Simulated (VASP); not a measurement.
Write the native input for VASP 6.6.1 that does the following.

| Quantity | Value |
| --- | --- |
| Task | single point |
| Functional | PBE |
| Potentials or basis | VASP PAW PBE potentials, release 64 (Sn_d) |
| Cutoff | 400 eV |
| k mesh | 7 × 5 × 1 |
| Occupations | fermi-dirac, width 0.02 eV |
| Spin | no spin polarisation |
| Dipole correction | yes |
| Further INCAR settings | ALGO = Normal; EDIFF = 1e-06; NBANDS = 36; NELMDL = -8 |

The structure of Sn lies in POSCAR:

```
Sn
1.0
    4.7064645934      0.0000000000      0.0000000000
    0.0000000000      6.6559460589      0.0000000000
    0.0000000000      0.0000000000     18.3532000000
Sn
4
Direct
    0.0000000000      0.3724949790      0.4387701508
    0.5000000000      0.1275050210      0.4387701508
    0.5000000000      0.8724948669      0.5612298492
    0.0000000000      0.6275051331      0.5612298492
```

The input as run:

INCAR

```
ALGO     = Normal         # electronic algorithm
DIPOL    = 0.5 0.5 0.500
EDIFF    = 1E-6           # SCF threshold, eV
ENCUT    = 400            # plane-wave cutoff, eV
GGA      = PE             # functional
GGA_COMPAT= False        
IDIPOL   = 3            
ISIF     = 2              # what is computed and relaxed
ISMEAR   = -1             # smearing method
LASPH    = True           # aspherical terms in the spheres
LCHARG   = True           # write CHGCAR
LDIPOL   = True         
LELF     = True           # ELF
LREAL    = False          # projectors in reciprocal space
LVACPOTAV= True         
LVHAR    = True         
LWAVE    = False          # write WAVECAR
NBANDS   = 36             # bands
NELM     = 120            # most SCF steps
NELMDL   = -8           
PREC     = Accurate       # precision mode
SIGMA    = 0.02           # smearing width, eV
```

KPOINTS

```
k-points
0
Gamma
  7 5 1
```

Potentials or basis: VASP PAW PBE potentials, release 64 (Sn_d).

The run is started by

```bash
$ cat potpaw_PBE.64/Sn_d/POTCAR > POTCAR
$ mpirun -np 1 vasp_std > vasp.out
```

Results of the run:

```json
{"Largest force": "0.010 eV/Å"}
```

It took 3.1 min on 1 thread of Intel(R) Xeon(R) Platinum 8488C (Sapphire Rapids) (shared host), peak memory 0.48 GiB.
